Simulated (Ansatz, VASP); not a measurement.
Two plane-wave programs on SnSe2

```xyz
3
Lattice="3.7928 0.0000 0.0000 -1.8964 3.2847 0.0000 0.0000 0.0000 12.3427" Properties=species:S:1:pos:R:3 pbc="T T T"
Sn    0.0000    0.0000    0.0000
Se    0.0000    2.1898    1.7309
Se    0.0000    2.1898   10.6118
```

Change from the starting cell: species swapped into the MoSe2 type (P-6m2, No. 187).

Alike in both runs: task relaxation of cell and atoms; functional PBE; k mesh 6 × 6 × 2; occupations gaussian, width 0.1 eV; no spin polarisation.

|  | VASP | Ansatz |
| --- | --- | --- |
| version | VASP 6.6.1 | Ansatz 0.2.0 |
| potentials or method | VASP PAW PBE potentials, release 64 (Sn_d, Se), cutoff 600 eV | scalar-relativistic, plane waves, PAW |
| valence electrons in the cell | 26 | 46 |

|  | VASP | Ansatz | Ansatz less VASP |
| --- | --- | --- | --- |
| gap on the k mesh at the Fermi level, each at its own relaxed structure (eV) | none | none | - |
| relaxed volume (Å³/atom) | 51.26 | 51.26 | 0.000 |
| relaxed length of the cell vector where the two differ most in proportion (Å) | 3.793 | 3.793 | 0.0000 |

A gap of «none» marks a metal or a gap that the smearing closes. VASP's potentials hold 26 valence electrons a cell and Ansatz's 46, so a difference there can come from the potentials and not from the codes.

Noted on VASP's run: the relaxation stopped at its first step, so nothing moved.
